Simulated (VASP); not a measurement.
# BN in VASP: a series of runs, part 2 of 2

VASP 6.6.1. The steps go on from the part before.

## 3. Relaxation of the atoms, PBE+D3(BJ)

Contents of INCAR:

```
PREC = Accurate
ENCUT = 520
EDIFF = 1E-7
ISMEAR = 0
SIGMA = 0.05
LREAL = False
LASPH = True
NELM = 60
ALGO = Normal
ISIF = 2
LWAVE = False
LCHARG = False
LDIPOL = True
IDIPOL = 3
DIPOL = 0.5 0.5 0.359
GGA = PE
IVDW = 12
IBRION = 2
NSW = 40
EDIFFG = -0.003
```

Contents of KPOINTS:

```
Automatic mesh
0
Gamma
  12 12 1
```

Contents of POSCAR:

```
BN
1.0
    2.5087623753      0.0000000000      0.0000000000
   -1.2543811876      2.1726519491      0.0000000000
    0.0000000000      0.0000000000     17.5000000000
B N
2 2
Selective dynamics
Direct
    0.0000000000      0.0000000000      0.2571428571  F F F
    0.0000000000      0.0000000000      0.4616571429  F F T
    0.6666666667      0.3333333333      0.2571428571  F F T
    0.6666666667      0.3333333333      0.4616571429  F F T
```

Potentials or basis: VASP PAW PBE potentials, release 64 (B, N).

Started as:

```sh
> cat potpaw_PBE.64/B/POTCAR potpaw_PBE.64/N/POTCAR > POTCAR
> mpirun -np 1 vasp_std > vasp.out
```

OUTCAR:

```text
PREC = Accurate
   ENCUT = 520
   EDIFF = 1E-7
   ISMEAR = 0
   LREAL = False
   LASPH = True
   NELM = 60
   ISIF = 2
   GGA = PE
   IVDW = 12
   IBRION = 2
   NSW = 40
   EDIFFG = -0.003
 IVDW          = 12

 ion  position               nearest neighbor table
   1  0.000  0.000  0.257-   3 1.45   3 1.45   3 1.45
   2  0.000  0.000  0.462-   4 1.45   4 1.45   4 1.45
   3  0.667  0.333  0.257-   1 1.45   1 1.45   1 1.45
   4  0.667  0.333  0.462-   2 1.45   2 1.45   2 1.45

  LATTYP: Found a hexagonal cell.
 ALAT       =     2.5087623753
 C/A-ratio  =     6.9755510415

  Lattice vectors:

 A1 = (   2.5087623753,   0.0000000000,   0.0000000000)
 A2 = (  -1.2543811876,   2.1726519491,   0.0000000000)
 A3 = (   0.0000000000,   0.0000000000,  17.5000000000)

Analysis of symmetry for initial positions (statically):
=====================================================================
 Subroutine PRICEL returns:
 Original cell was already a primitive cell.

 Routine SETGRP: Setting up the symmetry group for a
 hexagonal supercell.

 Subroutine GETGRP returns: Found 12 space group operations
 (whereof  6 operations were pure point group operations)
 out of a pool of 24 trial point group operations.

The static configuration has the point symmetry C_3v.
 The point group associated with its full space group is D_3h.

Analysis of symmetry for dynamics (positions and initial velocities):
=====================================================================
 Subroutine PRICEL returns:
 Original cell was already a primitive cell.

 Routine SETGRP: Setting up the symmetry group for a
 hexagonal supercell.

 Subroutine GETGRP returns: Found 12 space group operations
 (whereof  6 operations were pure point group operations)
 out of a pool of 24 trial point group operations.

The dynamic configuration has the point symmetry C_3v.
 The point group associated with its full space group is D_3h.

Analysis of constrained symmetry for selective dynamics:
=====================================================================
 Subroutine PRICEL returns:
 Original cell was already a primitive cell.

 Routine SETGRP: Setting up the symmetry group for a
 hexagonal supercell.

 Subroutine GETGRP returns: Found  6 space group operations
 (whereof  6 operations were pure point group operations)
 out of a pool of 24 trial point group operations.

The constrained configuration has the point symmetry C_3v.

 Subroutine INISYM returns: Found  6 space group operations
 (whereof  6 operations are pure point group operations),
 and found     1 'primitive' translations

----------------------------------------------------------------------------------------

                                     Primitive cell

  volume of cell :      95.3867

  direct lattice vectors                    reciprocal lattice vectors
     2.508762375  0.000000000  0.000000000     0.398602917  0.230133501  0.000000000
    -1.254381188  2.172651949  0.000000000     0.000000000  0.460267002  0.000000000
     0.000000000  0.000000000 17.500000000     0.000000000  0.000000000  0.057142857

  length of vectors
     2.508762375  2.508762375 17.500000000     0.460267002  0.460267002  0.057142857

  position of ions in fractional coordinates (direct lattice)
     0.000000000  0.000000000  0.257142857
     0.000000000  0.000000000  0.461657143
     0.666666667  0.333333333  0.257142857
     0.666666667  0.333333333  0.461657143

  ion indices of the primitive-cell ions
[... 79 lines left out ...]
   POTIM  = 0.5000    time-step for ionic-motion
   TEBEG  =    0.0;   TEEND  =   0.0 temperature during run
   PSTRESS=    0.0 pullay stress
   NELECT =      16.0000    total number of electrons
   NUPDOWN=      -1.0000    fix difference up-down
   EMIN   =  10.00;   EMAX   =-10.00  energy-range for DOS
   EFERMI =   0.00;   METHOD = LEGACY
   ISMEAR =     0;   SIGMA  =   0.05  broadening in eV -4-tet -1-fermi 0-gaus
   EFERMI_NEDOS =   21; number of points for ismear=-14 and -15
   IALGO  =     38    algorithm
   IMIX   =      4    mixing-type and parameters
     AMIX     =   0.40;   BMIX     =  1.00
     AMIX_MAG =   1.60;   BMIX_MAG =  1.00
  volume/ion in A,a.u.               =      23.85       160.93
  Fermi-wavevector in a.u.,A,eV,Ry     =   0.902857  1.706152 11.090797  0.815151
  Thomas-Fermi vector in A             =   2.026112
   LORBIT       =      0    0 simple, 1 ext, 2 COOP (PROOUT), +10 PAW based schemes
   GGA     = PE    functional components
   LHFCALC =     F    Hartree Fock is set to
   AEXX    =    0.0000 exact exchange contribution
   IVDW    =    12    specifies the selected vdW correction
   LEPSILON=     F    determine dielectric tensor
   LRPA    =     F    only Hartree local field effects (RPA)
 conjugate gradient relaxation of ions
 non-spin polarized calculation
 Gauss-broadening in eV      SIGMA  =   0.05
  energy-cutoff  :      520.00
  volume of cell :       95.39
 maximum number of plane-waves:      2588
 NGX is ok and might be reduce to    20
   NGX =  9   NGY =  9   NGZ = 65

--------------------------------------- Ionic step        1  -------------------------------------------

 number of electron      16.0000000 magnetization

 Free energy of the ion-electron system (eV)
  ---------------------------------------------------
  ext. energy  EPLUGINS =         0.00000000
  ---------------------------------------------------
  free energy    TOTEN  =       -35.17967971 eV

  energy without entropy =      -35.17967971  energy(sigma->0) =      -35.17967971

------------------------ aborting loop because EDIFF is reached ----------------------------------------

 Edisp (eV)   -0.40317

 E8    (eV) :    -0.1233
[... 111 lines left out ...]
  FREE ENERGIE OF THE ION-ELECTRON SYSTEM (eV)
  ---------------------------------------------------
  free  energy   TOTEN  =       -35.5828594106 eV

  energy  without entropy=      -35.5828594106  energy(sigma->0) =      -35.58285941

[... ionic steps 4 to 21 ...]

--------------------------------------- Ionic step       22  -------------------------------------------

 number of electron      16.0000000 magnetization

------------------------ aborting loop because EDIFF is reached ----------------------------------------
[... 73 lines left out ...]
  FREE ENERGIE OF THE ION-ELECTRON SYSTEM (eV)
  ---------------------------------------------------
  free  energy   TOTEN  =       -35.5830599966 eV

  energy  without entropy=      -35.5830599966  energy(sigma->0) =      -35.58306000

 dipolmoment           0.000000      0.000000     -0.000008 electrons x Angstroem

--------------------------------------- Ionic step       24  -------------------------------------------

 number of electron      16.0000000 magnetization

 dipolmoment           0.000000      0.000000      0.000001 electrons x Angstroem

 Free energy of the ion-electron system (eV)
  ---------------------------------------------------
  ext. energy  EPLUGINS =         0.00000000
  ---------------------------------------------------
  free energy    TOTEN  =       -35.18320742 eV

  energy without entropy =      -35.18320742  energy(sigma->0) =      -35.18320742

 E-fermi :  -2.3483     XC(G=0):  -4.3637

 val. band max:       -2.6027081860   @ k =   0.3333   0.3333   0.0000
 cond. band min:       1.5480298283   @ k =   0.3333   0.3333   0.0000
 fundamental gap:      4.1507380143
 Fermi energy:        -2.3482871021

 k-point     1 :       0.0000    0.0000    0.0000
  band No.  band energies     occupation
      1     -20.4269      2.00000
      2     -20.3532      2.00000
      3      -8.3113      2.00000
      4      -7.6315      2.00000
      5      -4.1019      2.00000
      6      -4.1019      2.00000
      7      -4.0937      2.00000
      8      -4.0937      2.00000
      9       1.9538      0.00000
     10       2.5560      0.00000
     11       3.3528      0.00000
     12       4.7322      0.00000
[... 258 lines left out ...]
      1     -16.7583      2.00000
      2     -16.7257      2.00000
      3     -10.6519      2.00000
      4     -10.6125      2.00000
      5      -9.9480      2.00000
      6      -9.8784      2.00000
      7      -2.9023      2.00000
      8      -2.6027      2.00000
      9       1.5480      0.00000
     10       2.2747      0.00000
     11       8.8232      0.00000
     12      10.1167      0.00000

------------------------ aborting loop because EDIFF is reached ----------------------------------------

 vacuum level on the upper side and lower side of the slab       (xc-potential included)        -0.108        -0.099

 Edisp (eV)   -0.39985

 E8    (eV) :    -0.1222

  FORCE on cell =-STRESS in cart. coord.  units (eV):
  Direction    XX          YY          ZZ          XY          YZ          ZX
  --------------------------------------------------------------------------------------
  -------------------------------------------------------------------------------------
  Total      -0.08902    -0.08902    -0.04082    -0.00000    -0.00000    -0.00000
  in kB      -1.49530    -1.49530    -0.68562    -0.00000    -0.00000    -0.00000
  external pressure =       -1.23 kB  Pullay stress =        0.00 kB
[... 19 lines left out ...]
  FREE ENERGIE OF THE ION-ELECTRON SYSTEM (eV)
  ---------------------------------------------------
  free  energy   TOTEN  =       -35.5830599488 eV

  energy  without entropy=      -35.5830599488  energy(sigma->0) =      -35.58305995

 reached required accuracy - stopping structural energy minimisation

 vacuum level on the upper side and lower side of the slab         2.972         2.978
```

OSZICAR:

```text
N       E                     dE             d eps       ncg     rms          rms(c)
DAV:   1     0.124136959062E+03    0.12414E+03   -0.68893E+03   456   0.108E+03
DAV:   2    -0.251021850488E+02   -0.14924E+03   -0.13693E+03   756   0.245E+02
DAV:   3    -0.386083599588E+02   -0.13506E+02   -0.13384E+02   576   0.893E+01
DAV:   4    -0.389090028412E+02   -0.30064E+00   -0.30030E+00   568   0.161E+01
[... 195 lines left out ...]
  23 F= -.35583060E+02 E0= -.35583060E+02  d E =-.251433E-04
       N       E                     dE             d eps       ncg     rms          rms(c)
DAV:   1    -0.351832073216E+02   -0.22544E-04   -0.38547E-04   496   0.173E-01    0.326E-03
DAV:   2    -0.351832074808E+02   -0.15923E-06   -0.47666E-06   556   0.212E-02    0.228E-03
DAV:   3    -0.351832074244E+02    0.56438E-07   -0.20132E-07   472   0.513E-03
  24 F= -.35583060E+02 E0= -.35583060E+02  d E =-.250954E-04
```

CONTCAR:

```text
BN
   1.00000000000000
     2.5087623752999999    0.0000000000000000    0.0000000000000000
    -1.2543811875999999    2.1726519491000000    0.0000000000000000
     0.0000000000000000    0.0000000000000000   17.5000000000000000
  B               N
     2     2
Selective dynamics
Direct
     0.0000000000000000    0.0000000000000000    0.2571428570999998   F   F   F
     0.0000000000000000    0.0000000000000000    0.4640927140803713   F   F   T
     0.6666666667000030    0.3333333332999970    0.2571075964895961   F   F   T
     0.6666666667000030    0.3333333332999970    0.4641296082363988   F   F   T

  0.00000000E+00  0.00000000E+00  0.00000000E+00
  0.00000000E+00  0.00000000E+00  0.00000000E+00
  0.00000000E+00  0.00000000E+00  0.00000000E+00
  0.00000000E+00  0.00000000E+00  0.00000000E+00
```

It took 9.7 min on 1 thread of Intel Xeon 8259CL, shared host; peak memory 0.23 GiB.

Results:

```
Free energy                : -35.5831 eV
Energy gained by relaxing  : 0.1 meV/atom
Ionic steps                : 24
Band gap on the k mesh     : 4.15 eV
Dispersion energy per atom : -0.100 eV
```

Step by step:
| step | energy change (eV) | largest force on free atoms (eV/Å) | pressure (GPa) |
| --- | --- | --- | --- |
| 1 | 0.0000 | 0.0119 | -0.11 |
| 2 | 0.0000 | 0.0073 | -0.11 |
| 3 | 0.0000 | 0.0090 | -0.11 |
| 4 | 0.0000 | 0.0121 | -0.11 |
| 5 | 0.0000 | 0.0100 | -0.11 |
| 6 | 0.0000 | 0.0063 | -0.11 |
| 7 | 0.0000 | 0.0081 | -0.11 |
| 8 | 0.0000 | 0.0076 | -0.11 |
| 9 | 0.0000 | 0.0079 | -0.11 |
| 10 | 0.0000 | 0.0090 | -0.11 |
| 11 | -0.0001 | 0.0124 | -0.11 |
| 12 | -0.0001 | 0.0209 | -0.12 |
| 13 | -0.0001 | 0.0510 | -0.12 |
| 14 | -0.0001 | 0.0296 | -0.12 |
| 15 | -0.0001 | 0.0293 | -0.12 |
| 16 | -0.0001 | 0.0285 | -0.12 |
| 17 | -0.0001 | 0.0271 | -0.12 |
| 18 | -0.0002 | 0.0243 | -0.12 |
| 19 | -0.0002 | 0.0185 | -0.12 |
| 20 | -0.0002 | 0.0129 | -0.12 |
| 21 | -0.0002 | 0.0083 | -0.12 |
| 22 | -0.0002 | 0.0075 | -0.12 |
| 23 | -0.0002 | 0.0031 | -0.12 |
| 24 | -0.0002 | 0.0026 | -0.12 |

Final structure:
```
B N
1.0
     2.50876    0.00000    0.00000
    -1.25438    2.17265    0.00000
     0.00000    0.00000   17.50000
B N
2 2
Direct
  0.00000 0.00000 0.25714
  0.00000 0.00000 0.46409
  0.66667 0.33333 0.25711
  0.66667 0.33333 0.46413
```
